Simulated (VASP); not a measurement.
# BaErB4 (P6/mmm) in VASP: a series of runs

BaErB4 is run at these levels: PBE; tasks: single point, relaxation of cell and atoms.

All numbers are computed with VASP 6.6.1; they aren't measurements. Logs are shortened: lines on timing, memory, paths and dates and some standing lists are left out, and cuts for length are marked.

**1. The cell of the first run**

The structure is hexagonal, space group P6/mmm (No. 191). The conventional cell has a = 3.259 Å, b = 3.259 Å, c = 8.674 Å, α = 90.00°, β = 90.00°, γ = 120.00°. Ba (site symmetry 6/mmm) has 12 B at 3.12 Å and 6 Ba at 3.26 Å within 4.1 Å. Within 3.5 Å of Er (site symmetry 6/mmm) lie 12 B at 2.64 Å and 6 Er at 3.26 Å. B (site symmetry 3m) has 3 B at 1.88 Å within 2.5 Å.

The cell was built from a structure type or drawn by symmetry, and may not be a known phase.

**2. Single point, PBE**

The input, INCAR:

```
  PREC = Accurate
  ENCUT = 500
  EDIFF = 1E-6
  ISMEAR = 0
  SIGMA = 0.1
  LREAL = F
  LASPH = T
  NELM = 200
  ALGO = Normal
  ISIF = 2
  LWAVE = F
  LCHARG = F
  GGA = PE
  NBANDS = 24
  GGA_COMPAT = F
  LMAXMIX = 6
```

The input, KPOINTS:

```
regular mesh
0
Gamma
  6 6 2
```

The input, POSCAR:

```
BaErB4
1.0
    3.2594231474      0.0000000000      0.0000000000
   -1.6297115737      2.8227432474      0.0000000000
    0.0000000000      0.0000000000      8.6737280463
Ba Er B
1 1 4
Direct
    0.0000000000      0.0000000000      0.0000000000
    0.0000000000      0.0000000000      0.5000000000
    0.6666666667      0.3333333333      0.2865605224
    0.3333333333      0.6666666667      0.2865605224
    0.6666666667      0.3333333333      0.7134394776
    0.3333333333      0.6666666667      0.7134394776
```

Potentials or basis: VASP PAW PBE potentials, release 64 (Ba_sv, Er_3, B), 4f in core.

Started as:

```
$ cat potpaw_PBE.64/Ba_sv/POTCAR potpaw_PBE.64/Er_3/POTCAR potpaw_PBE.64/B/POTCAR > POTCAR
$ mpirun -np 1 vasp_std > vasp.out
```

OUTCAR:

```text
PREC = Accurate
   ENCUT = 500
   EDIFF = 1E-6
   ISMEAR = 0
   LREAL = F
   LASPH = T
   NELM = 200
   ISIF = 2
   GGA = PE

 ion  position               nearest neighbor table
   1  0.000  0.000  0.000-   3 3.12   4 3.12   5 3.12   6 3.12   3 3.12   5 3.12   4 3.12   6 3.12
                             3 3.12   5 3.12   4 3.12   6 3.12
   2  0.000  0.000  0.500-   3 2.64   4 2.64   5 2.64   6 2.64   3 2.64   5 2.64   4 2.64   6 2.64
                             3 2.64   5 2.64   4 2.64   6 2.64
   3  0.667  0.333  0.287-   4 1.88   4 1.88   4 1.88   2 2.64   2 2.64   2 2.64   1 3.12   1 3.12
                             1 3.12
   4  0.333  0.667  0.287-   3 1.88   3 1.88   3 1.88   2 2.64   2 2.64   2 2.64   1 3.12   1 3.12
                             1 3.12
   5  0.667  0.333  0.713-   6 1.88   6 1.88   6 1.88   2 2.64   2 2.64   2 2.64   1 3.12   1 3.12
                             1 3.12
   6  0.333  0.667  0.713-   5 1.88   5 1.88   5 1.88   2 2.64   2 2.64   2 2.64   1 3.12   1 3.12
                             1 3.12

  LATTYP: Found a hexagonal cell.
 ALAT       =     3.2594231474
 C/A-ratio  =     2.6611236572

  Lattice vectors:

 A1 = (   3.2594231474,   0.0000000000,   0.0000000000)
 A2 = (  -1.6297115737,   2.8227432474,   0.0000000000)
 A3 = (   0.0000000000,   0.0000000000,   8.6737280463)

Analysis of symmetry for initial positions (statically):
=====================================================================
 Subroutine PRICEL returns:
 Original cell was already a primitive cell.

 Routine SETGRP: Setting up the symmetry group for a
 hexagonal supercell.

 Subroutine GETGRP returns: Found 24 space group operations
 (whereof 24 operations were pure point group operations)
 out of a pool of 24 trial point group operations.

The static configuration has the point symmetry D_6h.

Analysis of symmetry for dynamics (positions and initial velocities):
=====================================================================
 Subroutine PRICEL returns:
 Original cell was already a primitive cell.

 Routine SETGRP: Setting up the symmetry group for a
 hexagonal supercell.

 Subroutine GETGRP returns: Found 24 space group operations
 (whereof 24 operations were pure point group operations)
 out of a pool of 24 trial point group operations.

The dynamic configuration has the point symmetry D_6h.

 Subroutine INISYM returns: Found 24 space group operations
 (whereof 24 operations are pure point group operations),
 and found     1 'primitive' translations

----------------------------------------------------------------------------------------

                                     Primitive cell

  volume of cell :      79.8028

  direct lattice vectors                    reciprocal lattice vectors
     3.259423147  0.000000000  0.000000000     0.306802755  0.177132653  0.000000000
    -1.629711574  2.822743247  0.000000000     0.000000000  0.354265306  0.000000000
     0.000000000  0.000000000  8.673728046     0.000000000  0.000000000  0.115290679

  length of vectors
     3.259423147  3.259423147  8.673728046     0.354265306  0.354265306  0.115290679

  position of ions in fractional coordinates (direct lattice)
     0.000000000  0.000000000  0.000000000
     0.000000000  0.000000000  0.500000000
     0.666666667  0.333333333  0.286560522
     0.333333333  0.666666667  0.286560522
     0.666666667  0.333333333  0.713439478
     0.333333333  0.666666667  0.713439478

  ion indices of the primitive-cell ions
   primitive index   ion index
                 1           1
                 2           2
                 3           3
                 4           4
                 5           5
                 6           6

----------------------------------------------------------------------------------------

 KPOINTS: regular mesh

Automatic generation of k-mesh.
 Grid dimensions read from file:
 generate k-points for:    6    6    2

 Generating k-lattice:

  Cartesian coordinates                     Fractional coordinates (reciprocal lattice)
     0.051133792  0.029522109  0.000000000     0.166666667  0.000000000  0.000000000
     0.000000000  0.059044218  0.000000000     0.000000000  0.166666667  0.000000000
     0.000000000  0.000000000  0.057645340     0.000000000  0.000000000  0.500000000

  Length of vectors
     0.059044218  0.059044218  0.057645340

  Shift w.r.t. Gamma in fractional coordinates (k-lattice)
     0.000000000  0.000000000  0.000000000

 Subroutine IBZKPT returns following result:
 ===========================================

 Found     14 irreducible k-points:

 Following reciprocal coordinates:
            Coordinates               Weight
  0.000000  0.000000  0.000000      1.000000
  0.166667  0.000000  0.000000      6.000000
  0.333333  0.000000  0.000000      6.000000
  0.500000  0.000000  0.000000      3.000000
  0.166667  0.166667  0.000000      6.000000
  0.333333  0.166667  0.000000     12.000000
  0.333333  0.333333  0.000000      2.000000
  0.000000  0.000000  0.500000      1.000000
  0.166667  0.000000  0.500000      6.000000
  0.333333  0.000000  0.500000      6.000000
  0.500000  0.000000  0.500000      3.000000
  0.166667  0.166667  0.500000      6.000000
  0.333333  0.166667  0.500000     12.000000
  0.333333  0.333333  0.500000      2.000000
   k-points           NKPTS =     14   k-points in BZ     NKDIM =     14   number of bands    NBANDS=     24
   number of dos      NEDOS =    301   number of ions     NIONS =      6
   total plane-waves  NPLWV =  36864
   dimension x,y,z NGX =    24 NGY =   24 NGZ =   64
   dimension x,y,z NGXF=    48 NGYF=   48 NGZF=  128
   ions per type =               1   1   4
   NGX,Y,Z   is equivalent  to a cutoff of  12.24, 12.24, 12.27 a.u.
   NGXF,Y,Z  is equivalent  to a cutoff of  24.48, 24.48, 24.53 a.u.
 SYSTEM =  unknown system
   PREC   = accura    normal or accurate (medium, high low for compatibility)
   ISTART =      0    job   : 0-new  1-cont  2-samecut
   ICHARG =      2    charge: 1-file 2-atom 10-const
   ISPIN  =      1    spin polarized calculation?
   LNONCOLLINEAR =      F non collinear calculations
   LSORBIT =      F    spin-orbit coupling
   LASPH  =      T    aspherical Exc in radial PAW
   ENCUT  =  500.0 eV  36.75 Ry    6.06 a.u.   5.94  5.94 15.81*2*pi/ulx,y,z
   NELM   =    200;   NELMIN=  2; NELMDL= -5     # of ELM steps
   EDIFF  = 0.1E-05   stopping-criterion for ELM
   LREAL  =      F    real-space projection
   EDIFFG = 0.1E-04   stopping-criterion for IOM
   NSW    =      0    number of steps for IOM
   IBRION =     -1    ionic relax: 0-MD 1-quasi-New 2-CG
   NFREE  =      0    steps in history (QN), initial steepest desc. (CG)
   ISIF   =      2    stress and relaxation
   ISYM   =      2    0-nonsym 1-usesym 2-fastsym
   POTIM  = 0.5000    time-step for ionic-motion
   TEBEG  =    0.0;   TEEND  =   0.0 temperature during run
   PSTRESS=    0.0 pullay stress
   NELECT =      31.0000    total number of electrons
   NUPDOWN=      -1.0000    fix difference up-down
   EMIN   =  10.00;   EMAX   =-10.00  energy-range for DOS
   EFERMI =   0.00;   METHOD = LEGACY
   ISMEAR =     0;   SIGMA  =   0.10  broadening in eV -4-tet -1-fermi 0-gaus
   EFERMI_NEDOS =   21; number of points for ismear=-14 and -15
   IALGO  =     38    algorithm
   IMIX   =      4    mixing-type and parameters
     AMIX     =   0.40;   BMIX     =  1.00
     AMIX_MAG =   1.60;   BMIX_MAG =  1.00
  volume/ion in A,a.u.               =      13.30        89.76
  Fermi-wavevector in a.u.,A,eV,Ry     =   1.194509  2.257295 19.413496  1.426852
  Thomas-Fermi vector in A             =   2.330497
   LORBIT       =      0    0 simple, 1 ext, 2 COOP (PROOUT), +10 PAW based schemes
   GGA     = PE    functional components
   LHFCALC =     F    Hartree Fock is set to
   AEXX    =    0.0000 exact exchange contribution
   IVDW    =     0    specifies the selected vdW correction
   LEPSILON=     F    determine dielectric tensor
   LRPA    =     F    only Hartree local field effects (RPA)
 non-spin polarized calculation
 Gauss-broadening in eV      SIGMA  =   0.10
  energy-cutoff  :      500.00
  volume of cell :       79.80
 maximum number of plane-waves:      2056
 NGX is ok and might be reduce to    24
   NGX = 11   NGY = 11   NGZ = 31

 number of electron      31.0000005 magnetization

 Free energy of the ion-electron system (eV)
  ---------------------------------------------------
  ext. energy  EPLUGINS =         0.00000000
  ---------------------------------------------------
  free energy    TOTEN  =       -33.93998490 eV

  energy without entropy =      -33.93475979  energy(sigma->0) =      -33.93737234

 E-fermi :   4.6836     XC(G=0): -11.2365

 val. band max:        4.5908427240   @ k =   0.0000   0.0000   0.5000
 cond. band min:       4.7616834288   @ k =   0.3333   0.3333   0.0000
 fundamental gap:      0.1708407047
 Fermi energy:         4.6835619615

 k-point     1 :       0.0000    0.0000    0.0000
  band No.  band energies     occupation
      1     -23.5586      2.00000
      2     -18.5079      2.00000
      3     -17.8861      2.00000
      4     -17.8861      2.00000
      5      -9.0962      2.00000
      6      -6.4970      2.00000
[... 16 lines left out ...]
     23       9.9323      0.00000
     24      10.4669      0.00000

 k-point     2 :       0.1667    0.0000    0.0000
  band No.  band energies     occupation
      1     -23.3565      2.00000
      2     -18.4477      2.00000
      3     -18.1661      2.00000
      4     -17.9455      2.00000
      5      -8.8248      2.00000
      6      -7.7925      2.00000
[... 16 lines left out ...]
     23      10.0742      0.00000
     24      10.5431      0.00000

 k-point     3 :       0.3333    0.0000    0.0000
  band No.  band energies     occupation
      1     -22.9097      2.00000
      2     -18.6828      2.00000
      3     -18.3247      2.00000
      4     -18.0621      2.00000
      5      -9.7968      2.00000
      6      -8.1835      2.00000
[... 16 lines left out ...]
     23      11.0990      0.00000
     24      11.3856      0.00000

 k-point     4 :       0.5000    0.0000    0.0000
  band No.  band energies     occupation
      1     -22.6594      2.00000
      2     -18.9233      2.00000
      3     -18.2618      2.00000
      4     -18.1193      2.00000
      5     -10.6715      2.00000
      6      -7.7883      2.00000
[... 16 lines left out ...]
     23      11.1659      0.00000
     24      13.1215      0.00000

 k-point     5 :       0.1667    0.1667    0.0000
  band No.  band energies     occupation
      1     -23.0283      2.00000
      2     -18.5083      2.00000
      3     -18.3559      2.00000
      4     -18.0883      2.00000
      5      -9.1270      2.00000
      6      -8.3622      2.00000
[... 16 lines left out ...]
     23      10.9706      0.00000
     24      12.2713      0.00000

 k-point     6 :       0.3333    0.1667    0.0000
  band No.  band energies     occupation
      1     -22.6635      2.00000
      2     -18.7957      2.00000
      3     -18.2647      2.00000
      4     -18.2622      2.00000
      5     -10.2371      2.00000
      6      -8.2520      2.00000
[... 16 lines left out ...]
     23      11.9283      0.00000
     24      11.9555      0.00000
[... 109 lines left out ...]
 k-point    11 :       0.5000    0.0000    0.5000
  band No.  band energies     occupation
      1     -22.6595      2.00000
      2     -18.9232      2.00000
      3     -18.2615      2.00000
      4     -18.1193      2.00000
      5     -10.6723      2.00000
      6      -7.7993      2.00000
[... 16 lines left out ...]
     23      11.6956      0.00000
     24      13.1844      0.00000

 k-point    12 :       0.1667    0.1667    0.5000
  band No.  band energies     occupation
      1     -23.0284      2.00000
      2     -18.5083      2.00000
      3     -18.3554      2.00000
      4     -18.0883      2.00000
      5      -9.1264      2.00000
      6      -8.3855      2.00000
[... 16 lines left out ...]
     23      11.4061      0.00000
     24      11.4238      0.00000

 k-point    13 :       0.3333    0.1667    0.5000
  band No.  band energies     occupation
      1     -22.6636      2.00000
      2     -18.7957      2.00000
      3     -18.2646      2.00000
      4     -18.2619      2.00000
      5     -10.2377      2.00000
      6      -8.2522      2.00000
[... 16 lines left out ...]
     23      11.3343      0.00000
     24      12.5970      0.00000

 k-point    14 :       0.3333    0.3333    0.5000
  band No.  band energies     occupation
      1     -22.5358      2.00000
      2     -18.6129      2.00000
      3     -18.6129      2.00000
      4     -18.2307      2.00000
      5      -9.6527      2.00000
      6      -9.6527      2.00000
[... 16 lines left out ...]
     23      11.3012      0.00000
     24      13.2018      0.00000

------------------------ aborting loop because EDIFF is reached ----------------------------------------

  FORCE on cell =-STRESS in cart. coord.  units (eV):
  Direction    XX          YY          ZZ          XY          YZ          ZX
  --------------------------------------------------------------------------------------
  -------------------------------------------------------------------------------------
  Total        0.9226738      0.9226738      0.6807725      0.0000000      0.0000000     -0.0000000
  in kB       18.5242592     18.5242592     13.6676751      0.0000000      0.0000000     -0.0000000
  external PRESSURE =      16.9053978 kB  Pullay stress =       0.0000000 kB

 VOLUME and BASIS-vectors are now :
 -----------------------------------------------------------------------------
  energy-cutoff  :      500.00
  volume of cell :       79.80
      direct lattice vectors                 reciprocal lattice vectors
     3.259423147  0.000000000  0.000000000     0.306802755  0.177132653  0.000000000
    -1.629711574  2.822743247  0.000000000     0.000000000  0.354265306  0.000000000
     0.000000000  0.000000000  8.673728046     0.000000000  0.000000000  0.115290679

 POSITION                                       TOTAL-FORCE (eV/Angst)
 -----------------------------------------------------------------------------------
      0.00000      0.00000      0.00000        -0.000000     -0.000000     -0.000000
      0.00000      0.00000      4.33686        -0.000000     -0.000000     -0.000000
      1.62971      0.94091      2.48555         0.000000     -0.000000      0.038225
     -0.00000      1.88183      2.48555         0.000000     -0.000000      0.038225
      1.62971      0.94091      6.18818        -0.000000      0.000000     -0.038225
     -0.00000      1.88183      6.18818        -0.000000      0.000000     -0.038225
 -----------------------------------------------------------------------------------
    total drift:                               -0.000000      0.000000      0.000000

  FREE ENERGIE OF THE ION-ELECTRON SYSTEM (eV)
  ---------------------------------------------------
  free  energy   TOTEN  =       -33.9399848986 eV

  energy  without entropy=      -33.9347597890  energy(sigma->0) =      -33.93737234
```

Wall time 24 s (1 thread of Intel Xeon Platinum 8259CL at 2.50GHz (Skylake/Cascade Lake), shared host); peak memory 0.19 GiB.

Results:

```yaml
Free_energy: -33.9400 eV
Pressure: 1.7 GPa
Largest_force: 0.038 eV/Å
Band_gap_on_the_k_mesh: zero (an odd number of electrons rules out a gap without spin polarisation)
```

Forces on the atoms (eV/Å):
```
Ba   0.000  0.000  0.000
Er   0.000  0.000  0.000
B    0.000  0.000  0.038
B    0.000  0.000  0.038
B    0.000  0.000 -0.038
B    0.000  0.000 -0.038
```

Caveat: the k points lie up to 0.37 Å⁻¹ apart, too coarse for converged energies and pressures of a metal; spin-orbit coupling is left out, which moves the levels of the heavy elements; the 4f electrons are frozen in the core, so they carry no moment and show no levels. Spin polarisation is off, so any magnetic state and its effect on volume and gap are missing.

**3. Single point, PBE**

This run uses another cell than the first one, of 13.43 Å³/atom.

The input, INCAR:

```
SYSTEM = BaErB4
PREC     = Accurate       ! precision mode
ENCUT    = 500            ! plane-wave cutoff, eV
EDIFF    = 1E-6           ! SCF threshold, eV
ISMEAR   = 0              ! smearing method
SIGMA    = 0.1            ! smearing width, eV
LREAL    = .FALSE.        ! projectors in reciprocal space
LASPH    = .TRUE.         ! aspherical terms in the spheres
NELM     = 200            ! most SCF steps
ALGO     = Normal         ! electronic algorithm
ISIF     = 2              ! what is computed and relaxed
LWAVE    = .FALSE.        ! write WAVECAR
LCHARG   = .FALSE.        ! write CHGCAR
GGA      = PE             ! functional
NBANDS   = 24             ! bands
GGA_COMPAT= .FALSE.      
LMAXMIX  = 6              ! l up to which the mixer works
```

The input, KPOINTS:

```
regular mesh
0
G
  4 4 4
  0 0 0
```

The input, POSCAR:

```
BaErB4
1.0
    1.6369021762     -2.8351323327      0.0000000000
    1.6369021762      2.8351323327      0.0000000000
    0.0000000000      0.0000000000      8.6798585259
Ba Er B
1 1 4
Direct
    0.0000000000      0.0000000000      0.0000000000
    0.0000000000      0.0000000000      0.5000000000
    0.3333479180      0.6666520820      0.2866886789
    0.6666520820      0.3333479180      0.2866886789
    0.3333479180      0.6666520820      0.7133113211
    0.6666520820      0.3333479180      0.7133113211
```

Potentials or basis: VASP PAW PBE potentials, release 64 (Ba_sv, Er_3, B), 4f in core.

Started as:

```
$ cat potpaw_PBE.64/Ba_sv/POTCAR potpaw_PBE.64/Er_3/POTCAR potpaw_PBE.64/B/POTCAR > POTCAR
$ mpirun -np 1 vasp_std > vasp.out
```

Wall time 50 s (1 thread of Intel Xeon Platinum 8259CL at 2.50GHz (Skylake/Cascade Lake), shared host); peak memory 0.21 GiB.

The run converged. Its results:

```
Free energy            : -33.8641 eV
Pressure               : 1.9 GPa
Largest force          : 0.044 eV/Å
Band gap on the k mesh : zero (an odd number of electrons rules out a gap without spin polarisation)
```

Forces on the atoms (eV/Å):
```
Ba   0.000  0.000  0.000
Er   0.000  0.000  0.000
B    0.000  0.001  0.044
B    0.000 -0.001  0.044
B    0.000  0.001 -0.044
B    0.000 -0.001 -0.044
```

Stress tensor (GPa, compression positive):
```
1.98 0.00 0.00
0.00 1.98 0.00
0.00 0.00 1.74
```

Levels at points of the mesh, in eV from the Fermi level:
```tsv
k point	band 11	band 12	band 13	band 14	band 15	band 16	band 17	band 18	band 19	band 20
(0.00, 0.00, 0.00)	-0.89	-0.26	-0.26	-0.04	0.65	0.66	2.01	3.09	3.09	3.64
(0.50, 0.00, 0.00)	-5.12	-2.41	-2.13	-1.87	-1.23	-0.77	0.08	2.98	4.01	4.88
(0.50, 0.50, 0.00)	-5.12	-2.41	-2.13	-1.87	-1.23	-0.77	0.08	2.98	4.01	4.88
(0.00, 0.00, 0.50)	-2.25	-0.18	-0.18	0.48	0.49	0.49	2.05	3.42	3.42	3.81
(0.50, 0.00, 0.50)	-5.65	-1.97	-1.66	-1.45	-1.20	-1.08	-0.66	2.75	2.90	4.87
(0.50, 0.50, 0.50)	-5.66	-1.97	-1.66	-1.45	-1.20	-1.08	-0.66	2.75	2.90	4.87
```

Caveat: the k points lie up to 0.55 Å⁻¹ apart, too coarse for converged energies and pressures of a metal; spin-orbit coupling is left out, which moves the levels of the heavy elements; the 4f electrons are frozen in the core, so they carry no moment and show no levels. Spin polarisation is off, so any magnetic state and its effect on volume and gap are missing.

(Continued in part 2 of 2.)
